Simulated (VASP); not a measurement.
A run of VASP 6.6.1 is set up as follows.

File INCAR:

```
SYSTEM = Zr2Ta3O2
PREC = Accurate ; ENCUT = 520
EDIFF = 1E-6 ; ISMEAR = 0
SIGMA = 0.2 ; LREAL = .False.
LASPH = .True. ; NELM = 100
ALGO = Normal ; ISIF = 2
LWAVE = .False. ; LCHARG = .True.
GGA = PE ; LELF = .True.
LVHAR = .True. ; NBANDS = 44
```

File KPOINTS:

```
regular mesh
0
Gamma
  4 4 4
  0 0 0
```

Contents of POSCAR:

```
Zr2Ta3O2
1.0
    3.0021060582      1.7332667426      4.6371087276
   -3.0021060582      1.7332667426      4.6371087276
    0.0000000000     -3.4665334798      4.6371087296
Zr Ta O
2 3 2
Direct
    0.5000000000      0.5000000000      0.5000000000
    0.0000000000      0.0000000000      0.0000000000
    0.5000000000      0.5000000000      0.0000000000
    0.0000000000      0.5000000000      0.5000000000
    0.5000000000      0.0000000000      0.5000000000
    0.2529110148      0.2529110148      0.2529110148
    0.7470889852      0.7470889852      0.7470889852
```

Potentials or basis: VASP PAW PBE potentials, release 64 (Zr_sv, Ta_pv, O).

The run is started by

```bash
$ cat potpaw_PBE.64/Zr_sv/POTCAR potpaw_PBE.64/Ta_pv/POTCAR potpaw_PBE.64/O/POTCAR > POTCAR
$ mpirun -np 1 vasp_std > vasp.out
```

Problem. Estimate the pressure.

Solution. 0.5 GPa.

Problem. Estimate the band gap on the k mesh.

Solution. Zero (an odd number of electrons rules out a gap without spin polarisation).

Stress tensor (GPa, compression positive):
```
0.41 0.00 0.00
0.00 0.41 0.00
0.00 0.00 0.73
```

Caveat: spin-orbit coupling is left out, which moves the levels of the heavy elements; an odd number of electrons without spin polarisation forces a metal; a magnetic or distorted state may lie lower.
